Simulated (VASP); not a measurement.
Write the native input for VASP 6.6.1 that does the following.

| Item | Value |
| --- | --- |
| Task | single point |
| Functional | PBE |
| Potentials or basis | VASP PAW PBE potentials, release 64 (Zr_sv, B) |
| Cutoff | 520 eV |
| k mesh | 10 × 10 × 7 |
| Occupations | fermi-dirac, width 0.05 eV |
| Spin | no spin polarisation |
| Dipole correction | no |
| Further INCAR settings | ALGO = Normal; EDIFF = 1e-06; NBANDS = 14 |

The structure of ZrB lies in POSCAR:

```
ZrB
1.0
    2.4071252478     -2.4072146557      0.0000000000
    2.4071252478      2.4072146557      0.0000000000
    0.0000000000      0.0000000000      2.9664502693
Zr B
1 1
Direct
    0.0000000000      0.0000000000      0.5000000000
    0.5000000000      0.5000000000      0.5000000000
```

These files were run (other wordings do the same):

INCAR

```
SYSTEM = ZrB
ALGO = Normal
EDIFF = 1E-6
ENCUT = 520
GGA = PE
ISIF = 2
ISMEAR = -1
LASPH = .TRUE.
LCHARG = .TRUE.
LELF = .TRUE.
LREAL = .FALSE.
LVHAR = .TRUE.
LWAVE = .FALSE.
NBANDS = 14
NELM = 100
PREC = Accurate
SIGMA = 0.05
```

KPOINTS

```
k-points
0
G
  10 10 7
  0 0 0
```

Potentials or basis: VASP PAW PBE potentials, release 64 (Zr_sv, B).

Launch:

```bash
$ cat potpaw_PBE.64/Zr_sv/POTCAR potpaw_PBE.64/B/POTCAR > POTCAR
$ mpirun -np 1 vasp_std > vasp.out
```

It gave:

* Pressure: 0.1 GPa
* Band gap on the k mesh: zero (an odd number of electrons rules out a gap without spin polarisation)

It took 85 s on 1 thread of Intel Xeon 8259CL (shared host), peak memory 0.19 GiB.
